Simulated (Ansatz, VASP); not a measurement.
# TaN: VASP beside Ansatz

Contents of POSCAR:

```
TaN
1.0
    2.6693501509      0.0000000000      0.0000000000
   -1.3346750754      2.3117250422      0.0000000000
    0.0000000000      0.0000000000      2.6193793346
Ta N
1 1
Direct
    0.3333333333      0.6666666667      0.5000000000
    0.0000000000      0.0000000000      0.0000000000
```

The input INCAR.step1:

```
SYSTEM = TaN
PREC = Accurate
ENCUT = 580
ISMEAR = -1
SIGMA = 0.03
LREAL = .False.
LASPH = .True.
NELM = 120
NBANDS = 16
GGA = PE
ALGO = Normal
EDIFF = 1E-5
LWAVE = .True.
LCHARG = .False.
GGA_COMPAT = .False.
```

INCAR.step2

```
SYSTEM = TaN
PREC = Accurate
ENCUT = 580
EDIFF = 1E-8
ISMEAR = -1
SIGMA = 0.03
LREAL = .False.
LASPH = .True.
NELM = 120
ALGO = Normal
ISIF = 2
LWAVE = .False.
LCHARG = .False.
METAGGA = R2SCAN
LMIXTAU = .True.
LEFG = .True.
NBANDS = 16
ISTART = 1
GGA_COMPAT = .False.
```

File KPOINTS:

```
Automatic mesh
0
Gamma
  11 11 10
  0 0 0
```

Input for Ansatz:

```yaml
crystal:
  lattice:
    - [2.6693501509, 0.0, 0.0]
    - [-1.3346750754, 2.3117250422, 0.0]
    - [0.0, 0.0, 2.6193793346]
  atoms:
    - { symbol: Ta, position: [0.3333333333, 0.6666666667, 0.5] }
    - { symbol: "N", position: [0.0, 0.0, 0.0] }
kpoints:
  mp_grid: { grid: [11, 11, 10] }
  band_path:
    path:
      - [0.0, 0.0, 0.0]
      - [0.5, 0.0, 0.0]
      - [0.3333333333, 0.3333333333, 0.0]
      - [0.0, 0.0, 0.0]
      - [0.0, 0.0, 0.5]
      - [0.5, 0.0, 0.5]
      - [0.3333333333, 0.3333333333, 0.5]
      - [0.0, 0.0, 0.5]
      - [0.5, 0.0, 0.5]
    npoints: 6
scf:
  occupations: { method: fermi_dirac, width: 0.03 }
hamiltonian:
  xc: r2scan
  pseudopotentials: { kind: paw }
output:
  forces: true
  stress: true
  eigenvalues: true
  efg: { contact_densities: true }
  populations: true
```

Change from the starting cell: volume scaled by 0.75, PAW files.

Alike in both runs: task electric field gradients; functional r2SCAN; k mesh 11 × 11 × 10; occupations fermi-dirac, width 0.03 eV; no spin polarisation.

|  | VASP | Ansatz |
| --- | --- | --- |
| version | VASP 6.6.1 | Ansatz 0.2.0 |
| potentials or method | VASP PAW PBE potentials, release 64 (Ta_sv_GW, N) | PAW with Ansatz's default frozen-core files, scalar-relativistic |
| plane-wave cutoff (eV) | 580 | 500 |
| valence electrons in the cell | 18 | 18 |

|  | VASP | Ansatz | Ansatz less VASP |
| --- | --- | --- | --- |
| size of Vzz on the site where it differs most (V/Å²) | 55.2 | 35.7 | -19.50 |

VASP's potentials were made for PBE, not for r2SCAN. With one functional, cell and mesh, what is left measures potentials, basis and numerics.

Spin-orbit coupling is off throughout. Noted on VASP's run: the cell as given lies far from equilibrium.
